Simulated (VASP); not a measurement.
# Al (Im-3m) in VASP: further runs, part 2 of 2

VASP 6.6.1. Earlier steps stand in the parts before.

## 4. Single point, BLYP

This run uses another cell than the first one, of 18.19 Å³/atom, 1.087 times its volume.

Input file INCAR:

```
PREC = Accurate
ENCUT = 520
EDIFF = 1E-6
ISMEAR = -1
SIGMA = 0.1
LREAL = False
LASPH = True
NELM = 60
ALGO = Normal
ISIF = 2
LWAVE = False
LCHARG = False
GGA = B5
ALDAX = 1.0
AGGAX = 1.0
AGGAC = 1.0
ALDAC = 0.0
NBANDS = 8
```

Input file KPOINTS:

```
regular mesh
0
Gamma
  15 15 15
```

Input file POSCAR:

```
Al
1.0
   -1.6567365684      1.6567365684      1.6567365684
    1.6567365684     -1.6567365684      1.6567365684
    1.6567365684      1.6567365684     -1.6567365684
Al
1
Direct
    0.0000000000      0.0000000000      0.0000000000
```

Potentials or basis: VASP PAW PBE potentials, release 64 (Al).

Launch:

```
cat potpaw_PBE.64/Al/POTCAR > POTCAR
mpirun -np 1 vasp_std > vasp.out
```

OUTCAR:

```text
PREC = Accurate
   ENCUT = 520
   EDIFF = 1E-6
   ISMEAR = -1
   LREAL = False
   LASPH = True
   NELM = 60
   ISIF = 2
   GGA = B5

 ion  position               nearest neighbor table
   1  0.000  0.000  0.000-

  LATTYP: Found a body centered cubic cell.
 ALAT       =     3.3134731368

  Lattice vectors:

 A1 = (  -1.6567365684,   1.6567365684,   1.6567365684)
 A2 = (   1.6567365684,  -1.6567365684,   1.6567365684)
 A3 = (   1.6567365684,   1.6567365684,  -1.6567365684)

Analysis of symmetry for initial positions (statically):
=====================================================================
 Subroutine PRICEL returns:
 Original cell was already a primitive cell.

 Routine SETGRP: Setting up the symmetry group for a
 body centered cubic supercell.

 Subroutine GETGRP returns: Found 48 space group operations
 (whereof 48 operations were pure point group operations)
 out of a pool of 48 trial point group operations.

The static configuration has the point symmetry O_h .

Analysis of symmetry for dynamics (positions and initial velocities):
=====================================================================
 Subroutine PRICEL returns:
 Original cell was already a primitive cell.

 Routine SETGRP: Setting up the symmetry group for a
 body centered cubic supercell.

 Subroutine GETGRP returns: Found 48 space group operations
 (whereof 48 operations were pure point group operations)
 out of a pool of 48 trial point group operations.

The dynamic configuration has the point symmetry O_h .

 Subroutine INISYM returns: Found 48 space group operations
 (whereof 48 operations are pure point group operations),
 and found     1 'primitive' translations

[... 103 lines left out ...]
   NELECT =       3.0000    total number of electrons
   NUPDOWN=      -1.0000    fix difference up-down
   EMIN   =  10.00;   EMAX   =-10.00  energy-range for DOS
   EFERMI =   0.00;   METHOD = LEGACY
   ISMEAR =    -1;   SIGMA  =   0.10  broadening in eV -4-tet -1-fermi 0-gaus
   EFERMI_NEDOS =   21; number of points for ismear=-14 and -15
   IALGO  =     38    algorithm
   IMIX   =      4    mixing-type and parameters
     AMIX     =   0.40;   BMIX     =  1.00
     AMIX_MAG =   1.60;   BMIX_MAG =  1.00
  volume/ion in A,a.u.               =      18.19       122.75
  Fermi-wavevector in a.u.,A,eV,Ry     =   0.897791  1.696579 10.966680  0.806028
  Thomas-Fermi vector in A             =   2.020419
   LORBIT       =      0    0 simple, 1 ext, 2 COOP (PROOUT), +10 PAW based schemes
   GGA     = B5    functional components
   LHFCALC =     F    Hartree Fock is set to
   AEXX    =    0.0000 exact exchange contribution
   IVDW    =     0    specifies the selected vdW correction
   LEPSILON=     F    determine dielectric tensor
   LRPA    =     F    only Hartree local field effects (RPA)
 non-spin polarized calculation
  energy-cutoff  :      520.00
  volume of cell :       18.19
 maximum number of plane-waves:       497
 NGX is ok and might be reduce to    24
   NGX = 11   NGY = 11   NGZ = 11

 number of electron       3.0000000 magnetization

 Free energy of the ion-electron system (eV)
  ---------------------------------------------------
  ext. energy  EPLUGINS =         0.00000000
  ---------------------------------------------------
  free energy    TOTEN  =        -2.62917146 eV

  energy without entropy =       -2.61397329  energy(sigma->0) =       -2.62157238

 E-fermi :   7.4502     XC(G=0):  -9.3165

 val. band max:        7.4492852770   @ k =  -0.4000   0.4000   0.2000
 cond. band min:       7.4666605653   @ k =   0.2667   0.2000   0.0667
 fundamental gap:      0.0173752882
 Fermi energy:         7.4502129684

 k-point     1 :       0.0000    0.0000    0.0000
  band No.  band energies     occupation
      1      -2.9624      2.00000
      2      20.0865      0.00000
      3      20.0865      0.00000
      4      20.0865      0.00000
      5      20.5048      0.00000
      6      20.5048      0.00000
      7      20.5048      0.00000
      8      23.1991      0.00000
[... 243 lines left out ...]
 k-point    24 :       0.4000    0.2000    0.0000
  band No.  band energies     occupation
      1       4.3620      2.00000
      2       4.4553      2.00000
      3       9.4671      0.00000
      4      14.3599      0.00000
      5      19.6617      0.00000
      6      22.9063      0.00000
      7      24.3779      0.00000
      8      26.0643      0.00000

 [... further k-points ...]
[... 5 lines left out ...]
  --------------------------------------------------------------------------------------
  -------------------------------------------------------------------------------------
  Total        0.0052677      0.0052677      0.0052677     -0.0000000     -0.0000000     -0.0000000
  in kB        0.4639914      0.4639914      0.4639914     -0.0000000     -0.0000000     -0.0000000
  external PRESSURE =       0.4639914 kB  Pullay stress =       0.0000000 kB

 VOLUME and BASIS-vectors are now :
 -----------------------------------------------------------------------------
  energy-cutoff  :      520.00
  volume of cell :       18.19
      direct lattice vectors                 reciprocal lattice vectors
    -1.656736568  1.656736568  1.656736568     0.000000000  0.301798131  0.301798131
     1.656736568 -1.656736568  1.656736568     0.301798131  0.000000000  0.301798131
     1.656736568  1.656736568 -1.656736568     0.301798131  0.301798131  0.000000000

 POSITION                                       TOTAL-FORCE (eV/Angst)
 -----------------------------------------------------------------------------------
      0.00000      0.00000      0.00000         0.000000     -0.000000     -0.000000
 -----------------------------------------------------------------------------------
    total drift:                                0.000000      0.000000     -0.000000

  FREE ENERGIE OF THE ION-ELECTRON SYSTEM (eV)
  ---------------------------------------------------
  free  energy   TOTEN  =        -2.6291714585 eV

  energy  without entropy=       -2.6139732917  energy(sigma->0) =       -2.62157238
```

Wall time 13 s (1 thread of AMD EPYC 9R45 (Zen 5), shared host); peak memory 0.11 GiB.

Results:

| Item | Value |
| --- | --- |
| Free energy | -2.6292 eV |
| Pressure | 0.0 GPa |

Levels at points of the mesh, in eV from the Fermi level:
```
           k point  band 1  band 2  band 3  band 4  band 5  band 6
(0.00, 0.00, 0.00)  -10.41   12.64   12.64   12.64   13.05   13.05
```

Caveat: the PAW data sets were made with another functional, which shifts forces and pressure a little.

## 5. Overview

```tsv
cell	gap on the mesh (eV)	pressure (GPa)
a = 2.791 Å, angles 109.5°, 1 atom	none	4.9
a = 2.831 Å, angles 109.5°, 1 atom	none	2.2
a = 2.870 Å, angles 109.5°, 1 atom	none	0.0
```

Alike in all rows: task single point; level BLYP; potentials or basis VASP PAW PBE potentials, release 64 (Al); no spin polarisation; k mesh 15 × 15 × 15; cutoff (eV) 520; smearing fermi-dirac 0.1 eV.

Caveats: the PAW data sets were made with another functional, which shifts forces and pressure a little.

Absolute energies hang on the potentials; compare differences alone.
